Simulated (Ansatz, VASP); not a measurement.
**Ca in VASP and in Ansatz**

```
Ca
1.0
     0.00000    2.76271    2.76271
     2.76271    0.00000    2.76271
     2.76271    2.76271    0.00000
Ca
1
Cartesian
  0.0000 0.0000 0.0000
```

Alike in both runs: task single point; functional PBE; k mesh 10 × 10 × 10; no spin polarisation.

```csv
,VASP,Ansatz
version,VASP 6.6.1,Ansatz 0.2.0
potentials or method,"VASP PAW PBE potentials, release 64 (Ca_sv), cutoff 520 eV","plane waves (420 eV) with PAW, scalar-relativistic"
occupations,"methfessel-paxton of order 1, width 0.6 eV","cold, width 0.6 eV"
valence electrons in the cell,10,10
```

VASP gave:

```
pressure (GPa) : 0.0
```

**Question.** Which values does Ansatz return?

**Answer.** Pressure (GPa): 0.1.
